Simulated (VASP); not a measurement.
# ZnO (P6_3mc) in VASP: notebook

ZnO is run at these levels: r2SCAN; tasks: relaxation of cell and atoms.

All numbers are computed with VASP 6.6.1; they aren't measurements. Logs are shortened: lines on timing, memory, paths and dates and some standing lists are left out, and cuts for length are marked.

## 1. The cell of the first run

The structure is hexagonal, space group P6_3mc (No. 186). Conventional cell: a = 3.235 Å, b = 3.235 Å, c = 5.211 Å, α = 90.00°, β = 90.00°, γ = 120.00°. Zn (site symmetry 3m) has 4 O at 1.97 to 1.98 Å within 2.6 Å. O (site symmetry 3m) has 4 Zn at 1.97 to 1.98 Å within 2.6 Å.

## 2. Relaxation of cell and atoms, r2SCAN, target pressure 1 GPa, at which the enthalpy is minimised

POSCAR

```
ZnO
1.0
    3.2351946317      0.0000000000      0.0000000000
   -1.6175973158      2.8017607372      0.0000000000
    0.0000000000      0.0000000000      5.2114270614
Zn O
2 2
Direct
    0.3333333333      0.6666666667      0.4996928489
    0.6666666667      0.3333333333     -0.0003071511
    0.6666666667      0.3333333333      0.3793171511
    0.3333333333      0.6666666667      0.8793171511
```

INCAR.step1

```
SYSTEM = ZnO
ALGO = Normal
EDIFF = 1E-4
ENCUT = 600
GGA = PE
ISMEAR = 0
LASPH = .True.
LCHARG = .False.
LREAL = .False.
LWAVE = .True.
NELM = 60
PREC = Accurate
SIGMA = 0.01
```

INCAR.step2

```
SYSTEM = ZnO
ALGO = Normal
EDIFF = 1E-6
EDIFFG = -0.002
ENCUT = 600
IBRION = 2
ISIF = 3
ISMEAR = 0
ISTART = 1
LASPH = .True.
LCHARG = .False.
LMIXTAU = .True.
LREAL = .False.
LWAVE = .False.
METAGGA = R2SCAN
NELM = 60
NSW = 100
PREC = Accurate
PSTRESS = 10.0
SIGMA = 0.01
```

KPOINTS

```
k-points
0
Gamma
  8 8 4
  0 0 0
```

Potentials or basis: VASP PAW PBE potentials, release 64 (Zn, O).

The run is started by

```
> cat potpaw_PBE.64/Zn/POTCAR potpaw_PBE.64/O/POTCAR > POTCAR
> cp INCAR.step1 INCAR
> mpirun -np 1 vasp_std > vasp.out
> cp INCAR.step2 INCAR
> mpirun -np 1 vasp_std > vasp.out
```

OUTCAR:

```text
SYSTEM = ZnO
   EDIFF = 1E-6
   EDIFFG = -0.002
   ENCUT = 600
   IBRION = 2
   ISIF = 3
   ISMEAR = 0
   ISTART = 1
   LASPH = .True.
   LREAL = .False.
   METAGGA = R2SCAN
   NELM = 60
   NSW = 100
   PREC = Accurate
   PSTRESS = 10.0

 ion  position               nearest neighbor table
   1  0.333  0.667  0.500-   3 1.97   3 1.97   3 1.97   4 1.98
   2  0.667  0.333  1.000-   4 1.97   4 1.97   4 1.97   3 1.98
   3  0.667  0.333  0.379-   1 1.97   1 1.97   1 1.97   2 1.98
   4  0.333  0.667  0.879-   2 1.97   2 1.97   2 1.97   1 1.98

  LATTYP: Found a hexagonal cell.
 ALAT       =     3.2351946317
 C/A-ratio  =     1.6108542622

  Lattice vectors:

 A1 = (   3.2351946317,   0.0000000000,   0.0000000000)
 A2 = (  -1.6175973158,   2.8017607372,   0.0000000000)
 A3 = (   0.0000000000,   0.0000000000,   5.2114270614)

Analysis of symmetry for initial positions (statically):
=====================================================================
 Subroutine PRICEL returns:
 Original cell was already a primitive cell.

 Routine SETGRP: Setting up the symmetry group for a
 hexagonal supercell.

 Subroutine GETGRP returns: Found 12 space group operations
 (whereof  6 operations were pure point group operations)
 out of a pool of 24 trial point group operations.

The static configuration has the point symmetry C_3v.
 The point group associated with its full space group is C_6v.

Analysis of symmetry for dynamics (positions and initial velocities):
=====================================================================
 Subroutine PRICEL returns:
 Original cell was already a primitive cell.

 Routine SETGRP: Setting up the symmetry group for a
 hexagonal supercell.

 Subroutine GETGRP returns: Found 12 space group operations
 (whereof  6 operations were pure point group operations)
 out of a pool of 24 trial point group operations.

The dynamic configuration has the point symmetry C_3v.
 The point group associated with its full space group is C_6v.

 Subroutine INISYM returns: Found 12 space group operations
 (whereof  6 operations are pure point group operations),
 and found     1 'primitive' translations

----------------------------------------------------------------------------------------

                                     Primitive cell

  volume of cell :      47.2376

  direct lattice vectors                    reciprocal lattice vectors
     3.235194632  0.000000000  0.000000000     0.309100414  0.178459207  0.000000000
    -1.617597316  2.801760737  0.000000000     0.000000000  0.356918414  0.000000000
     0.000000000  0.000000000  5.211427061     0.000000000  0.000000000  0.191886021

  length of vectors
     3.235194632  3.235194632  5.211427061     0.356918414  0.356918414  0.191886021

  position of ions in fractional coordinates (direct lattice)
     0.333333333  0.666666667  0.499692849
     0.666666667  0.333333333  0.999692849
     0.666666667  0.333333333  0.379317151
     0.333333333  0.666666667  0.879317151

  ion indices of the primitive-cell ions
   primitive index   ion index
                 1           1
                 2           2
                 3           3
                 4           4

----------------------------------------------------------------------------------------

 KPOINTS: k-points

Automatic generation of k-mesh.
 Grid dimensions read from file:
 generate k-points for:    8    8    4

 Generating k-lattice:

  Cartesian coordinates                     Fractional coordinates (reciprocal lattice)
     0.038637552  0.022307401  0.000000000     0.125000000  0.000000000  0.000000000
     0.000000000  0.044614802  0.000000000     0.000000000  0.125000000  0.000000000
     0.000000000  0.000000000  0.047971505     0.000000000  0.000000000  0.250000000

  Length of vectors
     0.044614802  0.044614802  0.047971505

  Shift w.r.t. Gamma in fractional coordinates (k-lattice)
     0.000000000  0.000000000  0.000000000

 Subroutine IBZKPT returns following result:
 ===========================================

 Found     30 irreducible k-points:

 Following reciprocal coordinates:
            Coordinates               Weight
  0.000000  0.000000  0.000000      1.000000
  0.125000  0.000000  0.000000      6.000000
  0.250000  0.000000  0.000000      6.000000
  0.375000  0.000000  0.000000      6.000000
  0.500000  0.000000  0.000000      3.000000
  0.125000  0.125000  0.000000      6.000000
[... 16 lines left out ...]
  0.250000  0.000000  0.500000      6.000000
  0.375000  0.000000  0.500000      6.000000
 [... further k-points ...]
   k-points           NKPTS =     30   k-points in BZ     NKDIM =     30   number of bands    NBANDS=     22
   number of dos      NEDOS =    301   number of ions     NIONS =      4
   total plane-waves  NPLWV =  32928
   dimension x,y,z NGX =    28 NGY =   28 NGZ =   42
   dimension x,y,z NGXF=    56 NGYF=   56 NGZF=   84
   ions per type =               2   2
   NGX,Y,Z   is equivalent  to a cutoff of  14.39, 14.39, 13.40 a.u.
   NGXF,Y,Z  is equivalent  to a cutoff of  28.78, 28.78, 26.80 a.u.
 SYSTEM =  ZnO
   PREC   = accura    normal or accurate (medium, high low for compatibility)
   ISTART =      1    job   : 0-new  1-cont  2-samecut
   ICHARG =      0    charge: 1-file 2-atom 10-const
   ISPIN  =      1    spin polarized calculation?
   LNONCOLLINEAR =      F non collinear calculations
   LSORBIT =      F    spin-orbit coupling
   LASPH  =      T    aspherical Exc in radial PAW
   ENCUT  =  600.0 eV  44.10 Ry    6.64 a.u.   6.46  6.46 10.41*2*pi/ulx,y,z
   NELM   =     60;   NELMIN=  2; NELMDL=  0     # of ELM steps
   EDIFF  = 0.1E-05   stopping-criterion for ELM
   LREAL  =      F    real-space projection
   EDIFFG = -.2E-02   stopping-criterion for IOM
   NSW    =    100    number of steps for IOM
   IBRION =      2    ionic relax: 0-MD 1-quasi-New 2-CG
   NFREE  =      1    steps in history (QN), initial steepest desc. (CG)
   ISIF   =      3    stress and relaxation
   ISYM   =      2    0-nonsym 1-usesym 2-fastsym
   POTIM  = 0.5000    time-step for ionic-motion
   TEBEG  =    0.0;   TEEND  =   0.0 temperature during run
   PSTRESS=   10.0 pullay stress
   NELECT =      36.0000    total number of electrons
   NUPDOWN=      -1.0000    fix difference up-down
   EMIN   =  10.00;   EMAX   =-10.00  energy-range for DOS
   EFERMI =   0.00;   METHOD = LEGACY
   ISMEAR =     0;   SIGMA  =   0.01  broadening in eV -4-tet -1-fermi 0-gaus
   EFERMI_NEDOS =   21; number of points for ismear=-14 and -15
   IALGO  =     38    algorithm
   IMIX   =      4    mixing-type and parameters
     AMIX     =   0.40;   BMIX     =  1.00
     AMIX_MAG =   1.60;   BMIX_MAG =  1.00
  volume/ion in A,a.u.               =      11.81        79.69
  Fermi-wavevector in a.u.,A,eV,Ry     =   1.495362  2.825824 30.424083  2.236107
  Thomas-Fermi vector in A             =   2.607516
   LORBIT       =      0    0 simple, 1 ext, 2 COOP (PROOUT), +10 PAW based schemes
   METAGGA = R2SCAN    functional components
   LHFCALC =     F    Hartree Fock is set to
   AEXX    =    0.0000 exact exchange contribution
   IVDW    =     0    specifies the selected vdW correction
   LEPSILON=     F    determine dielectric tensor
   LRPA    =     F    only Hartree local field effects (RPA)
 conjugate gradient relaxation of ions
 non-spin polarized calculation
 Gauss-broadening in eV      SIGMA  =   0.01
  energy-cutoff  :      600.00
  volume of cell :       47.24
 maximum number of plane-waves:      1595
 NGX is ok and might be reduce to    28
   NGX = 13   NGY = 13   NGZ = 21

--------------------------------------- Ionic step        1  -------------------------------------------

 number of electron      36.0000007 magnetization

 Free energy of the ion-electron system (eV)
  ---------------------------------------------------
  ext. energy  EPLUGINS =         0.00000000
  ---------------------------------------------------
  free energy    TOTEN  =       -36.32282308 eV

  energy without entropy =      -36.32282308  energy(sigma->0) =      -36.32282308

------------------------ aborting loop because EDIFF is reached ----------------------------------------

  FORCE on cell =-STRESS in cart. coord.  units (eV):
  Direction    XX          YY          ZZ          XY          YZ          ZX
  --------------------------------------------------------------------------------------
  -------------------------------------------------------------------------------------
  Total        0.2169667      0.2169667      0.1929451      0.0000000      0.0000000      0.0000000
  in kB        7.3589459      7.3589459      6.5441949      0.0000000      0.0000000      0.0000000
  external PRESSURE =      -2.9126378 kB  Pullay stress =      10.0000000 kB
[... 265 lines left out ...]
  enthalpy is  TOTEN    =       -36.0281631540 eV   P V=        0.2942621552

--------------------------------------- Ionic step        8  -------------------------------------------

 number of electron      36.0000006 magnetization

 Free energy of the ion-electron system (eV)
  ---------------------------------------------------
  ext. energy  EPLUGINS =         0.00000000
  ---------------------------------------------------
  free energy    TOTEN  =       -36.32242356 eV

  energy without entropy =      -36.32242356  energy(sigma->0) =      -36.32242356

 E-fermi :   1.0301     XC(G=0): -11.7172

 val. band max:        0.9350764269   @ k =   0.0000   0.0000   0.0000
 cond. band min:       2.1735463140   @ k =   0.0000   0.0000   0.0000
 fundamental gap:      1.2384698870
 Fermi energy:         1.0300525329

 k-point     1 :       0.0000    0.0000    0.0000
  band No.  band energies     occupation
      1     -18.2264      2.00000
      2     -17.5272      2.00000
      3      -4.9314      2.00000
      4      -4.9313      2.00000
      5      -4.8793      2.00000
      6      -4.8350      2.00000
[... 574 lines left out ...]
      6      -4.4751      2.00000
[... 14 lines left out ...]
     21      10.3932      0.00000
     22      10.3932      0.00000

 [... further k-points ...]

------------------------ aborting loop because EDIFF is reached ----------------------------------------

  FORCE on cell =-STRESS in cart. coord.  units (eV):
  Direction    XX          YY          ZZ          XY          YZ          ZX
  --------------------------------------------------------------------------------------
  -------------------------------------------------------------------------------------
  Total        0.2897933      0.2897933      0.2992236      0.0000000      0.0000000      0.0000000
  in kB        9.8482637      9.8482637     10.1687435      0.0000000      0.0000000      0.0000000
  external PRESSURE =      -0.0449097 kB  Pullay stress =      10.0000000 kB
[... 19 lines left out ...]
  FREE ENERGIE OF THE ION-ELECTRON SYSTEM (eV)
  ---------------------------------------------------
  free  energy   TOTEN  =       -36.3224235633 eV

  energy  without entropy=      -36.3224235633  energy(sigma->0) =      -36.32242356

  enthalpy is  TOTEN    =       -36.0281653466 eV   P V=        0.2942582167

 reached required accuracy - stopping structural energy minimisation
```

It took 5.3 min on 1 thread of Intel Xeon 6975P-C (Granite Rapids), shared host; peak memory 0.2 GiB.

What came out:

```
Free energy                                                : -36.3224 eV
Relaxed volume                                             : 11.79 Å³/atom
Relaxed cell                                               : a = 3.233 Å, b = 3.233 Å, c = 5.208 Å, α = 90.00°, β = 90.00°, γ = 120.00°
Space group after relaxing (to 0.1 Å)                      : P6_3mc (No. 186)
Energy change on relaxing (the run minimises the enthalpy) : +0.1 meV/atom
Ionic steps                                                : 8
Pressure after relaxing                                    : 1.0 GPa
Band gap on the k mesh                                     : 1.24 eV
```

Step by step:
| step | energy change (eV) | largest force (eV/Å) | pressure (GPa) | volume (Å³) |
| --- | --- | --- | --- | --- |
| 1 | 0.0000 | 0.0077 | 0.71 | 47.24 |
| 2 | 0.0007 | 0.0008 | 1.19 | 47.09 |
| 3 | 0.0006 | 0.0005 | 1.11 | 47.11 |
| 4 | 0.0004 | 0.0024 | 1.00 | 47.15 |
| 5 | 0.0004 | 0.0021 | 1.01 | 47.14 |
| 6 | 0.0004 | 0.0008 | 1.00 | 47.14 |
| 7 | 0.0004 | 0.0015 | 0.97 | 47.15 |
| 8 | 0.0004 | 0.0004 | 1.00 | 47.15 |

Final structure:
```
CELL_PARAMETERS angstrom
3.23323 0.00000 0.00000
-1.61661 2.80006 0.00000
0.00000 0.00000 5.20758
ATOMIC_POSITIONS crystal
Zn 0.33333 0.66667 0.49978
Zn 0.66667 0.33333 0.99978
O 0.66667 0.33333 0.37923
O 0.33333 0.66667 0.87923
```

Levels at points of the mesh, in eV from the valence-band top:
| k point | band 16 | band 17 | band 18 | band 19 | band 20 | band 21 |
| --- | --- | --- | --- | --- | --- | --- |
| (0.00, 0.00, 0.00) | -0.09 | 0.00 | 0.00 | 1.24 | 5.88 | 8.84 |
| (0.50, 0.00, 0.00) | -2.34 | -1.31 | -0.87 | 6.44 | 7.36 | 8.09 |
| (0.00, 0.00, 0.50) | -0.41 | -0.41 | -0.41 | 3.94 | 3.94 | 10.84 |
| (0.50, 0.00, 0.50) | -1.56 | -1.42 | -1.42 | 6.25 | 6.25 | 9.19 |

Caveat: the cell is relaxed towards a set pressure, so the run minimises the enthalpy, not the energy; the PAW data sets were made with another functional, which shifts forces and pressure a little.

(Continued in part 2 of 2.)
